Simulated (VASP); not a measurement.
Write the native input for VASP 6.6.1 that does the following.

- Task: single point
- Functional: LDA
- Potentials or basis: VASP PAW LDA potentials, release 64 (Na_pv, Cl)
- Cutoff: 500 eV
- k mesh: 6 × 6 × 6
- Occupations: gaussian, width 0.01 eV
- Spin: no spin polarisation
- Dipole correction: no
- Further INCAR settings: ALGO = Normal; EDIFF = 1e-06; NBANDS = 14

The structure of NaCl lies in POSCAR:

```
NaCl
1.0
    0.0000000000      2.7322229227      2.7322229227
    2.7322229227      0.0000000000      2.7322229227
    2.7322229227      2.7322229227      0.0000000000
Na Cl
1 1
Direct
    0.0000000000      0.0000000000      0.0000000000
    0.5000000000      0.5000000000      0.5000000000
```

The input as run:

INCAR

```
SYSTEM = NaCl
  PREC = Accurate
  ENCUT = 500
  EDIFF = 1E-6
  ISMEAR = 0
  SIGMA = 0.01
  LREAL = .False.
  LASPH = .True.
  NELM = 120
  ALGO = Normal
  ISIF = 2
  LWAVE = .False.
  LCHARG = .False.
  NBANDS = 14
  GGA_COMPAT = .False.
```

KPOINTS

```
Automatic mesh
0
Gamma
  6 6 6
  0 0 0
```

Potentials or basis: VASP PAW LDA potentials, release 64 (Na_pv, Cl).

Run with:

```sh
$ cat potpaw_LDA.64/Na_pv/POTCAR potpaw_LDA.64/Cl/POTCAR > POTCAR
$ mpirun -np 1 vasp_std > vasp.out
```

It gave:

```
Pressure               : 0.0 GPa
Band gap on the k mesh : 5.08 eV
```

Wall time 15 s on 1 thread of Intel Xeon 8259CL, with other jobs on the host, peak memory 0.13 GiB.
